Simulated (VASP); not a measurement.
Here is a VASP 6.6.1 calculation.

Contents of INCAR:

```
PREC     = Accurate       # precision mode
ENCUT    = 520            # plane-wave cutoff, eV
EDIFF    = 1E-6           # SCF threshold, eV
ISMEAR   = 0              # smearing method
SIGMA    = 0.05           # smearing width, eV
LREAL    = False          # projectors in reciprocal space
LASPH    = True           # aspherical terms in the spheres
NELM     = 60             # most SCF steps
ALGO     = Normal         # electronic algorithm
ISIF     = 2              # what is computed and relaxed
LWAVE    = False          # write WAVECAR
LCHARG   = True           # write CHGCAR
LELF     = True           # ELF
LVHAR    = True         
NBANDS   = 23             # bands
```

File KPOINTS:

```
regular mesh
0
Gamma
  6 6 4
```

Contents of POSCAR:

```
KNaICl
1.0
    4.1621034719      0.0000000000      0.0000000000
    0.0000000000      4.7954811322      0.0000000000
    0.0000000000      0.0000000000      6.0230159778
K Na I Cl
1 1 1 1
Direct
    0.5000000000      0.5000000000      0.5000000000
    0.0000000000      0.0000000000      0.0000000000
    0.5000000000      0.5000000000      0.0000000000
    0.0000000000      0.0000000000      0.5000000000
```

Potentials or basis: VASP PAW LDA potentials, release 64 (K_sv, Na_pv, I, Cl).

Command:

```sh
$ cat potpaw_LDA.64/K_sv/POTCAR potpaw_LDA.64/Na_pv/POTCAR potpaw_LDA.64/I/POTCAR potpaw_LDA.64/Cl/POTCAR > POTCAR
$ mpirun -np 1 vasp_std > vasp.out
```

(1) Predict the pressure.

(2) Estimate the band gap on the k mesh.

Answers

(1) 0.6 GPa.

(2) 3.49 eV, direct.

Caveat: the cell differs from its parent crystal (strain +e along x and -e along y -0.0733, strain +e along z and -e/2 along x and y -0.0733); spin-orbit coupling is left out, which moves the levels of the heavy elements.
